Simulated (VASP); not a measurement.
## Pt: single point with r2SCAN

The system is Pt.

```
Pt
1.0
    -1.55949    1.55949    1.55949
     1.55949   -1.55949    1.55949
     1.55949    1.55949   -1.55949
Pt
1
Direct
  0.00000 0.00000 0.00000
```

```yaml
Program: VASP 6.6.1
Task: single point
Functional: r2SCAN
Potentials_or_basis: VASP PAW PBE potentials, release 64 (Pt)
Cutoff: 520 eV
k_mesh: 12 × 12 × 12
Occupations: methfessel-paxton, width 0.1 eV
Spin: no spin polarisation
```

```
Pressure               : 5.8 GPa
Band gap on the k mesh : zero (band 5 reaches 11.84 eV, above the bottom of band 6 at 9.34 eV)
```

Levels at points of the mesh, in eV from the Fermi level:
```tsv
k point	band 3	band 4	band 5	band 6	band 7	band 8
(0.00, 0.00, 0.00)	-3.74	-3.74	-1.08	-1.08	18.18	18.18
(0.50, 0.00, 0.00)	-1.25	-0.73	0.42	1.29	7.09	14.18
(0.50, 0.50, 0.50)	0.71	0.71	0.71	8.32	8.32	8.32
```

It took 18 s on 1 thread of Intel(R) Xeon(R) 6975P-C (Granite Rapids), with other jobs on the host, peak memory 0.13 GiB.

Caveat: the PAW data sets were made with another functional, which shifts forces and pressure a little; spin-orbit coupling is left out, which moves the levels of the heavy elements.
